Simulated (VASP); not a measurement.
# BN (Ama2) in VASP: a series of runs

The runs below take BN through single point, with PBE+D3(BJ).

Everything below comes from runs of VASP 6.6.1. Logs are shortened: lines on timing, memory, paths and dates and some standing lists are left out, and cuts for length are marked.

### 1 The cell of the first run

Symmetry: Ama2, No. 40, orthorhombic system. The conventional cell has a = 6.661 Å, b = 4.337 Å, c = 2.504 Å, α = 90.00°, β = 90.00°, γ = 90.00°. Within 1.8 Å of B (site symmetry m) lie 3 N at 1.34 to 1.56 Å. Within 1.8 Å of N (site symmetry m) lie 3 B at 1.34 to 1.56 Å.

### 2 Single point, PBE+D3(BJ)

Input file INCAR:

```
PREC = Accurate
ENCUT = 520
EDIFF = 1E-7
ISMEAR = 0
SIGMA = 0.05
LREAL = F
LASPH = T
NELM = 80
ALGO = Normal
ISIF = 2
LWAVE = F
LCHARG = F
GGA = PE
IVDW = 12
NBANDS = 16
```

Input file KPOINTS:

```
Automatic mesh
0
Gamma
  12 12 4
```

Input file POSCAR:

```
BN
1.0
    2.5039917043      0.0000000000      0.0000000000
   -1.2519958522      2.1685204268      0.0000000000
    0.0000000000      0.0000000000      6.6612000000
B N
2 2
Direct
    0.2834130402      0.6167463735      0.2500000000
    0.6167463735      0.2834130402      0.7500000000
    0.3333333333      0.6666666667      0.7500000000
    0.6666666667      0.3333333333      0.2500000000
```

Potentials or basis: VASP PAW PBE potentials, release 64 (B, N).

Command:

```bash
> cat potpaw_PBE.64/B/POTCAR potpaw_PBE.64/N/POTCAR > POTCAR
> mpirun -np 1 vasp_std > vasp.out
```

OUTCAR:

```text
PREC = Accurate
   ENCUT = 520
   EDIFF = 1E-7
   ISMEAR = 0
   LREAL = F
   LASPH = T
   NELM = 80
   ISIF = 2
   GGA = PE
   IVDW = 12
 IVDW          = 12

 ion  position               nearest neighbor table
   1  0.283  0.617  0.250-   4 1.34   4 1.45   4 1.56
   2  0.617  0.283  0.750-   3 1.34   3 1.45   3 1.56
   3  0.333  0.667  0.750-   2 1.34   2 1.45   2 1.56
   4  0.667  0.333  0.250-   1 1.34   1 1.45   1 1.56

  LATTYP: Found a hexagonal cell.
 ALAT       =     2.5039917043
 C/A-ratio  =     2.6602324555

  Lattice vectors:

 A1 = (   2.5039917043,   0.0000000000,   0.0000000000)
 A2 = (  -1.2519958522,   2.1685204268,   0.0000000000)
 A3 = (   0.0000000000,   0.0000000000,   6.6612000000)

Analysis of symmetry for initial positions (statically):
=====================================================================
 Subroutine PRICEL returns:
 Original cell was already a primitive cell.

 Routine SETGRP: Setting up the symmetry group for a
 hexagonal supercell.

 Subroutine GETGRP returns: Found  4 space group operations
 (whereof  2 operations were pure point group operations)
 out of a pool of 24 trial point group operations.

The static configuration has the point symmetry C_2 .
 The point group associated with its full space group is C_2v.

Analysis of symmetry for dynamics (positions and initial velocities):
=====================================================================
 Subroutine PRICEL returns:
 Original cell was already a primitive cell.

 Routine SETGRP: Setting up the symmetry group for a
 hexagonal supercell.

 Subroutine GETGRP returns: Found  4 space group operations
 (whereof  2 operations were pure point group operations)
 out of a pool of 24 trial point group operations.

The dynamic configuration has the point symmetry C_2 .
 The point group associated with its full space group is C_2v.

 Subroutine INISYM returns: Found  4 space group operations
 (whereof  2 operations are pure point group operations),
 and found     1 'primitive' translations

----------------------------------------------------------------------------------------

                                     Primitive cell

  volume of cell :      36.1700

[... 90 lines left out ...]
   ENCUT  =  520.0 eV  38.22 Ry    6.18 a.u.   4.66  4.66 12.39*2*pi/ulx,y,z
   NELM   =     80;   NELMIN=  2; NELMDL= -5     # of ELM steps
   EDIFF  = 0.1E-06   stopping-criterion for ELM
   LREAL  =      F    real-space projection
   EDIFFG = 0.1E-05   stopping-criterion for IOM
   NSW    =      0    number of steps for IOM
   IBRION =     -1    ionic relax: 0-MD 1-quasi-New 2-CG
   NFREE  =      0    steps in history (QN), initial steepest desc. (CG)
   ISIF   =      2    stress and relaxation
   ISYM   =      2    0-nonsym 1-usesym 2-fastsym
   POTIM  = 0.5000    time-step for ionic-motion
   TEBEG  =    0.0;   TEEND  =   0.0 temperature during run
   PSTRESS=    0.0 pullay stress
   NELECT =      16.0000    total number of electrons
   NUPDOWN=      -1.0000    fix difference up-down
   EMIN   =  10.00;   EMAX   =-10.00  energy-range for DOS
   EFERMI =   0.00;   METHOD = LEGACY
   ISMEAR =     0;   SIGMA  =   0.05  broadening in eV -4-tet -1-fermi 0-gaus
   EFERMI_NEDOS =   21; number of points for ismear=-14 and -15
   IALGO  =     38    algorithm
   IMIX   =      4    mixing-type and parameters
     AMIX     =   0.40;   BMIX     =  1.00
     AMIX_MAG =   1.60;   BMIX_MAG =  1.00
  volume/ion in A,a.u.               =       9.04        61.02
  Fermi-wavevector in a.u.,A,eV,Ry     =   1.247379  2.357205 21.170055  1.555955
  Thomas-Fermi vector in A             =   2.381514
   LORBIT       =      0    0 simple, 1 ext, 2 COOP (PROOUT), +10 PAW based schemes
   GGA     = PE    functional components
   LHFCALC =     F    Hartree Fock is set to
   AEXX    =    0.0000 exact exchange contribution
   IVDW    =    12    specifies the selected vdW correction
   LEPSILON=     F    determine dielectric tensor
   LRPA    =     F    only Hartree local field effects (RPA)
 non-spin polarized calculation
 Gauss-broadening in eV      SIGMA  =   0.05
  energy-cutoff  :      520.00
  volume of cell :       36.17
 maximum number of plane-waves:       992
   NGX =  9   NGY =  9   NGZ = 25

 number of electron      15.9999998 magnetization

 Free energy of the ion-electron system (eV)
  ---------------------------------------------------
  ext. energy  EPLUGINS =         0.00000000
  ---------------------------------------------------
  free energy    TOTEN  =       -34.50474391 eV

  energy without entropy =      -34.50474391  energy(sigma->0) =      -34.50474391

 E-fermi :   2.5506     XC(G=0): -10.0396

 val. band max:        2.3456664955   @ k =   0.0000   0.0000   0.0000
 cond. band min:       6.2520962907   @ k =   0.5000   0.0000   0.2500
 fundamental gap:      3.9064297952
 Fermi energy:         2.5506354615

 k-point     1 :       0.0000    0.0000    0.0000
  band No.  band energies     occupation
      1     -15.5697      2.00000
      2     -15.2837      2.00000
      3      -3.9911      2.00000
      4      -1.9139      2.00000
      5      -0.4891      2.00000
      6      -0.4829      2.00000
[... 433 lines left out ...]
      3      -5.5195      2.00000
      4      -5.4405      2.00000
      5      -1.7088      2.00000
      6      -1.6118      2.00000
[... 8 lines left out ...]
     15      17.6099      0.00000
     16      20.9568      0.00000

 [... further k-points ...]

------------------------ aborting loop because EDIFF is reached ----------------------------------------

 Edisp (eV)   -0.56250

 E8    (eV) :    -0.1647

  FORCE on cell =-STRESS in cart. coord.  units (eV):
  Direction    XX          YY          ZZ          XY          YZ          ZX
  --------------------------------------------------------------------------------------
  -------------------------------------------------------------------------------------
  Total       2.02405     2.54909    -0.08924     0.45471     0.00000     0.00000
  in kB      89.65652   112.91397    -3.95274    20.14154     0.00000     0.00000
  external pressure =       66.21 kB  Pullay stress =        0.00 kB

 VOLUME and BASIS-vectors are now :
 -----------------------------------------------------------------------------
  energy-cutoff  :      520.00
  volume of cell :       36.17
      direct lattice vectors                 reciprocal lattice vectors
     2.503991704  0.000000000  0.000000000     0.399362345  0.230571958  0.000000000
    -1.251995852  2.168520427  0.000000000     0.000000000  0.461143915  0.000000000
     0.000000000  0.000000000  6.661200000     0.000000000  0.000000000  0.150123101

 POSITION                                       TOTAL-FORCE (eV/Angst)
 -----------------------------------------------------------------------------------
     -0.06250      1.33743      1.66530         3.509678      4.016627      0.000000
      1.18950      0.61459      4.99590         1.723662      5.047784      0.000000
     -0.00000      1.44568      4.99590        -1.721303     -5.049146      0.000000
      1.25200      0.72284      1.66530        -3.512037     -4.015265      0.000000
 -----------------------------------------------------------------------------------
    total drift:                               -0.000000     -0.000000      0.000000

  FREE ENERGIE OF THE ION-ELECTRON SYSTEM (eV)
  ---------------------------------------------------
  free  energy   TOTEN  =       -35.0672446689 eV

  energy  without entropy=      -35.0672446689  energy(sigma->0) =      -35.06724467
```

OSZICAR:

```text
N       E                     dE             d eps       ncg     rms          rms(c)
DAV:   1     0.506208193639E+02    0.50621E+02   -0.80364E+03  4128   0.926E+02
DAV:   2    -0.349783771824E+02   -0.85599E+02   -0.77967E+02  5624   0.222E+02
DAV:   3    -0.382871386952E+02   -0.33088E+01   -0.32960E+01  5456   0.441E+01
DAV:   4    -0.383080710289E+02   -0.20932E-01   -0.20930E-01  5144   0.388E+00
DAV:   5    -0.383082638179E+02   -0.19279E-03   -0.19279E-03  5456   0.354E-01    0.117E+01
DAV:   6    -0.348837971497E+02    0.34245E+01   -0.54907E+00  5344   0.182E+01    0.520E+00
DAV:   7    -0.345847763984E+02    0.29902E+00   -0.62288E-01  5664   0.586E+00    0.322E+00
DAV:   8    -0.345072837139E+02    0.77493E-01   -0.22427E-01  5480   0.330E+00    0.448E-01
DAV:   9    -0.345037376962E+02    0.35460E-02   -0.15479E-02  4672   0.105E+00    0.214E-01
DAV:  10    -0.345045855479E+02   -0.84785E-03   -0.13167E-03  4840   0.288E-01    0.479E-02
DAV:  11    -0.345047157623E+02   -0.13021E-03   -0.14283E-04  5048   0.961E-02    0.316E-02
DAV:  12    -0.345047429784E+02   -0.27216E-04   -0.43293E-05  4512   0.485E-02    0.459E-03
DAV:  13    -0.345047437038E+02   -0.72545E-06   -0.18107E-06  5616   0.131E-02    0.106E-03
DAV:  14    -0.345047438935E+02   -0.18966E-06   -0.31326E-07  4424   0.411E-03    0.465E-04
DAV:  15    -0.345047439069E+02   -0.13455E-07   -0.11110E-08  3936   0.888E-04
   1 F= -.35067245E+02 E0= -.35067245E+02  d E =-.159987E-10
```

It took 65 s on 1 thread of Intel Xeon Platinum 8259CL at 2.50GHz (Skylake/Cascade Lake), shared host; peak memory 0.2 GiB.

What came out:

| Property | Result |
| --- | --- |
| Free energy | -35.0672 eV |
| Pressure | 6.6 GPa |
| Largest force | 5.334 eV/Å |
| Band gap on the k mesh | 3.91 eV, indirect (least direct gap 4.41 eV) |
| Dispersion energy per atom | -0.141 eV |

Forces in eV/Å, atoms in the order of the input:
```
B    3.510  4.017  0.000
B    1.724  5.048  0.000
N   -1.721 -5.049  0.000
N   -3.512 -4.015  0.000
```

Caveat: the cell differs from its parent crystal (all B atoms moved +0.125 Å, as atom 1 towards its neighbour atom 1 (B) at 2.504 Å); forces of over 1 eV/Å act on the atoms, so gaps and moduli don't describe the material at rest. A k mesh can miss the band edges.

### 3 Single point, PBE+D3(BJ)

Input file INCAR:

```
SYSTEM = BN
ALGO     = Normal         ! electronic algorithm
EDIFF    = 1E-7           ! SCF threshold, eV
ENCUT    = 520            ! plane-wave cutoff, eV
GGA      = PE             ! functional
ISIF     = 2              ! what is computed and relaxed
ISMEAR   = 0              ! smearing method
IVDW     = 12             ! dispersion correction
LASPH    = .True.         ! aspherical terms in the spheres
LCHARG   = .False.        ! write CHGCAR
LREAL    = .False.        ! projectors in reciprocal space
LWAVE    = .False.        ! write WAVECAR
NBANDS   = 16             ! bands
NELM     = 100            ! most SCF steps
PREC     = Accurate       ! precision mode
SIGMA    = 0.05           ! smearing width, eV
```

Input file KPOINTS:

```
k-points
0
Gamma
  12 12 4
  0 0 0
```

Changes to POSCAR since step 2:

```diff
@@ -8,4 +8,4 @@
 Direct
-    0.2834130402      0.6167463735      0.2500000000
-    0.6167463735      0.2834130402      0.7500000000
+    0.3033811574      0.6367144908      0.2500000000
+    0.6367144908      0.3033811574      0.7500000000
     0.3333333333      0.6666666667      0.7500000000
```

Potentials or basis: VASP PAW PBE potentials, release 64 (B, N).

Command:

```bash
> cat potpaw_PBE.64/B/POTCAR potpaw_PBE.64/N/POTCAR > POTCAR
> mpirun -np 1 vasp_std > vasp.out
```

OUTCAR:

```text
SYSTEM = BN
   EDIFF = 1E-7
   ENCUT = 520
   GGA = PE
   ISIF = 2
   ISMEAR = 0
   IVDW = 12
   LASPH = .True.
   LREAL = .False.
   NELM = 100
   PREC = Accurate
 IVDW          = 12

 ion  position               nearest neighbor table
   1  0.303  0.637  0.250-   4 1.38   4 1.45   4 1.51
   2  0.637  0.303  0.750-   3 1.38   3 1.45   3 1.51
   3  0.333  0.667  0.750-   2 1.38   2 1.45   2 1.51
   4  0.667  0.333  0.250-   1 1.38   1 1.45   1 1.51

  LATTYP: Found a hexagonal cell.
 ALAT       =     2.5039917043
 C/A-ratio  =     2.6602324555

  Lattice vectors:

 A1 = (   2.5039917043,   0.0000000000,   0.0000000000)
 A2 = (  -1.2519958522,   2.1685204268,   0.0000000000)
 A3 = (   0.0000000000,   0.0000000000,   6.6612000000)

Analysis of symmetry for initial positions (statically):
=====================================================================
 Subroutine PRICEL returns:
 Original cell was already a primitive cell.

 Routine SETGRP: Setting up the symmetry group for a
 hexagonal supercell.

 Subroutine GETGRP returns: Found  4 space group operations
 (whereof  2 operations were pure point group operations)
[... 174 lines left out ...]
 fundamental gap:      4.1881082346
 Fermi energy:         2.4306203273

 k-point     1 :       0.0000    0.0000    0.0000
  band No.  band energies     occupation
      1     -15.5555      2.00000
      2     -15.2686      2.00000
      3      -3.9659      2.00000
      4      -1.8783      2.00000
      5       0.0720      2.00000
      6       0.0745      2.00000
[... 433 lines left out ...]
      3      -5.4361      2.00000
      4      -5.3574      2.00000
      5      -1.8681      2.00000
      6      -1.7875      2.00000
[... 8 lines left out ...]
     15      17.5802      0.00000
     16      20.8461      0.00000

 [... further k-points ...]

------------------------ aborting loop because EDIFF is reached ----------------------------------------

 Edisp (eV)   -0.56245

 E8    (eV) :    -0.1646

  FORCE on cell =-STRESS in cart. coord.  units (eV):
  Direction    XX          YY          ZZ          XY          YZ          ZX
  --------------------------------------------------------------------------------------
  -------------------------------------------------------------------------------------
  Total       0.90298     1.09294    -0.08167     0.16452     0.00000     0.00000
  in kB      39.99803    48.41272    -3.61758     7.28734     0.00000     0.00000
  external pressure =       28.26 kB  Pullay stress =        0.00 kB

 VOLUME and BASIS-vectors are now :
 -----------------------------------------------------------------------------
  energy-cutoff  :      520.00
  volume of cell :       36.17
      direct lattice vectors                 reciprocal lattice vectors
     2.503991704  0.000000000  0.000000000     0.399362345  0.230571958  0.000000000
    -1.251995852  2.168520427  0.000000000     0.000000000  0.461143915  0.000000000
     0.000000000  0.000000000  6.661200000     0.000000000  0.000000000  0.150123101

 POSITION                                       TOTAL-FORCE (eV/Angst)
 -----------------------------------------------------------------------------------
     -0.03750      1.38073      1.66530         1.871645      2.515626      0.000000
      1.21450      0.65789      4.99590         1.242773      2.878706      0.000000
     -0.00000      1.44568      4.99590        -1.241891     -2.879215      0.000000
      1.25200      0.72284      1.66530        -1.872528     -2.515116      0.000000
 -----------------------------------------------------------------------------------
    total drift:                               -0.000011     -0.000019     -0.000001

  FREE ENERGIE OF THE ION-ELECTRON SYSTEM (eV)
  ---------------------------------------------------
  free  energy   TOTEN  =       -35.4841781200 eV

  energy  without entropy=      -35.4841781200  energy(sigma->0) =      -35.48417812
```

Run time: 62 s. Hardware: 1 thread of Intel Xeon Platinum 8259CL at 2.50GHz (Skylake/Cascade Lake), shared host; peak memory 0.2 GiB.

Results:

```
Free energy                : -35.4842 eV
Pressure                   : 2.8 GPa
Largest force              : 3.136 eV/Å
Band gap on the k mesh     : 4.19 eV, indirect (least direct gap 4.58 eV)
Dispersion energy per atom : -0.141 eV
```

Forces on the atoms (eV/Å):
```
B    1.872  2.516  0.000
B    1.243  2.879  0.000
N   -1.242 -2.879  0.000
N   -1.873 -2.515  0.000
```

Stress tensor (GPa, compression positive):
```
 4.00  0.73  0.00
 0.73  4.84  0.00
 0.00  0.00 -0.36
```

Levels at points of the mesh, in eV from the valence-band top:
```csv
k point,band 6,band 7,band 8,band 9,band 10,band 11
"(0.00, 0.00, 0.00)",-2.14,-0.42,-0.42,5.27,10.31,10.45
"(0.50, 0.00, 0.00)",-3.70,-1.47,-0.39,4.19,5.84,9.49
"(0.50, 0.50, 0.00)",-3.97,-1.43,-0.43,4.31,5.68,9.36
"(0.00, 0.00, 0.50)",-2.14,-0.42,-0.42,7.60,7.60,10.50
"(0.50, 0.00, 0.50)",-3.70,-1.15,-0.67,4.31,5.28,9.79
"(0.50, 0.50, 0.50)",-4.00,-0.91,-0.91,4.78,4.78,9.70
```

Caveat: the cell differs from its parent crystal (all B atoms moved +0.075 Å, as atom 1 towards its neighbour atom 1 (B) at 2.504 Å); forces of over 1 eV/Å act on the atoms, so gaps and moduli don't describe the material at rest.

### 4 Single point, PBE+D3(BJ)

Input file INCAR:

```
PREC     = Accurate       # precision mode
ENCUT    = 520            # plane-wave cutoff, eV
EDIFF    = 1E-7           # SCF threshold, eV
ISMEAR   = 0              # smearing method
SIGMA    = 0.05           # smearing width, eV
LREAL    = False          # projectors in reciprocal space
LASPH    = True           # aspherical terms in the spheres
NELM     = 60             # most SCF steps
ALGO     = Normal         # electronic algorithm
ISIF     = 2              # what is computed and relaxed
LWAVE    = False          # write WAVECAR
LCHARG   = False          # write CHGCAR
GGA      = PE             # functional
IVDW     = 12             # dispersion correction
NBANDS   = 16             # bands
```

Input file KPOINTS:

```
Automatic mesh
0
Gamma
  12 12 4
```

Changes to POSCAR since step 3:

```diff
@@ -8,4 +8,4 @@
 Direct
-    0.3033811574      0.6367144908      0.2500000000
-    0.6367144908      0.3033811574      0.7500000000
+    0.3233492747      0.6566826080      0.2500000000
+    0.6566826080      0.3233492747      0.7500000000
     0.3333333333      0.6666666667      0.7500000000
```

Command:

```bash
> cat potpaw_PBE.64/B/POTCAR potpaw_PBE.64/N/POTCAR > POTCAR
> mpirun -np 1 vasp_std > vasp.out
```

Wall time 58 s (1 thread of Intel Xeon Platinum 8259CL at 2.50GHz (Skylake/Cascade Lake), shared host); peak memory 0.2 GiB.

Results (log left out):

- Free energy: -35.6914 eV
- Pressure: 0.9 GPa
- Largest force: 1.035 eV/Å
- Band gap on the k mesh: 4.27 eV, indirect (least direct gap 4.65 eV)
- Dispersion energy per atom: -0.141 eV

Forces on the atoms (eV/Å):
```
B    0.552  0.876  0.000
B    0.482  0.915  0.000
N   -0.482 -0.915  0.000
N   -0.552 -0.875  0.000
```

Stress tensor (GPa, compression positive):
```
 1.54  0.08  0.00
 0.08  1.64  0.00
 0.00  0.00 -0.34
```

Levels at points of the mesh, in eV from the valence-band top:
```
           k point  band 4  band 5  band 6  band 7  band 8  band 9  band 10  band 11  band 12  band 13
(0.00, 0.00, 0.00)   -4.10   -1.60   -1.60   -1.02   -1.02    5.25    10.29    11.21    11.22    11.95
(0.50, 0.00, 0.00)   -8.81   -4.24   -3.97   -1.43   -0.43    4.27     5.66     9.53     9.96    12.71
(0.50, 0.50, 0.00)   -8.83   -4.13   -4.06   -1.43   -0.43    4.29     5.64     9.52     9.94    12.72
(0.00, 0.00, 0.50)   -5.27   -1.60   -1.60   -1.02   -1.02    7.60     7.60    11.22    11.22    12.00
(0.50, 0.00, 0.50)   -8.82   -4.24   -3.98   -0.99   -0.83    4.59     4.91     9.88     9.95    13.55
(0.50, 0.50, 0.50)   -8.87   -4.10   -4.10   -0.91   -0.91    4.75     4.75     9.90     9.90    13.58
```

Caveat: the cell differs from its parent crystal (all B atoms moved +0.025 Å, as atom 1 towards its neighbour atom 1 (B) at 2.504 Å); forces of over 1 eV/Å act on the atoms, so gaps and moduli don't describe the material at rest. A k mesh can miss the band edges.
